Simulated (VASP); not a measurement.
Wanted: the native input for a VASP 6.6.1 run.

```yaml
Task: single point
Functional: PBE
Potentials_or_basis: VASP PAW PBE potentials, release 64 (Al, Ni)
Cutoff: 520 eV
k_mesh: 16 × 16 × 16
Occupations: gaussian, width 0.15 eV
Spin: no spin polarisation
Dipole_correction: no
Further_INCAR_settings: ALGO = Fast; EDIFF = 1e-07; NBANDS = 14
```

The structure of AlNi lies in POSCAR:

```
AlNi
1.0
    1.9745413133     -1.9745086382      0.0000000000
    1.9745413133      1.9745086382      0.0000000000
    0.0000000000      0.0000000000      2.6684000000
Al Ni
1 1
Direct
    0.0000000000      0.0000000000      0.0000000000
    0.5000000000      0.5000000000      0.5000000000
```

These files were run (other wordings do the same):

INCAR

```
  ALGO = Fast
  EDIFF = 1E-7
  ENCUT = 520
  GGA = PE
  ISIF = 2
  ISMEAR = 0
  LASPH = True
  LCHARG = False
  LREAL = False
  LWAVE = False
  NBANDS = 14
  NELM = 100
  PREC = Accurate
  SIGMA = 0.15
```

KPOINTS

```
k-points
0
Gamma
  16 16 16
```

Potentials or basis: VASP PAW PBE potentials, release 64 (Al, Ni).

Run with:

```sh
$ cat potpaw_PBE.64/Al/POTCAR potpaw_PBE.64/Ni/POTCAR > POTCAR
$ mpirun -np 1 vasp_std > vasp.out
```

It gave:

- Pressure: 33.6 GPa
- Band gap on the k mesh: zero (an odd number of electrons rules out a gap without spin polarisation)

Caveat: the cell stands under pressure.

Run time: 2.3 min on 1 thread of Intel(R) Xeon(R) Platinum 8259CL CPU @ 2.50GHz (Skylake/Cascade Lake) (shared host), peak memory 0.3 GiB.
